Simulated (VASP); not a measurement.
Input of a VASP 6.6.1 run:

The input INCAR:

```
SYSTEM = MgB2
  PREC = Accurate
  ENCUT = 520
  EDIFF = 1E-6
  ISMEAR = 0
  SIGMA = 0.013000000000000001
  LREAL = .FALSE.
  LASPH = .TRUE.
  NELM = 80
  ALGO = Normal
  ISIF = 2
  LWAVE = .FALSE.
  LCHARG = .TRUE.
  GGA = PE
  LELF = .TRUE.
  LVHAR = .TRUE.
  NBANDS = 11
```

The input KPOINTS:

```
Automatic mesh
0
G
  10 10 8
  0 0 0
```

POSCAR

```
MgB2
1.0
    3.0850000000      0.0000000000      0.0000000000
   -1.5425000000      2.6716883707      0.0000000000
    0.0000000000      0.0000000000      3.5230000000
Mg B
1 2
Direct
    0.0000000000      0.0000000000      0.0000000000
    0.6666666667      0.3333333333      0.5000000000
    0.3333333333      0.6666666667      0.5000000000
```

Potentials or basis: VASP PAW PBE potentials, release 64 (Mg, B).

Run with:

```bash
$ cat potpaw_PBE.64/Mg/POTCAR potpaw_PBE.64/B/POTCAR > POTCAR
$ mpirun -np 1 vasp_std > vasp.out
```

(1) Predict the band gap on the k mesh.

(2) Predict the pressure.

Answers

(1) zero (band 4 reaches 6.39 eV, above the bottom of band 5 at 3.93 eV).

(2) -1.1 GPa.
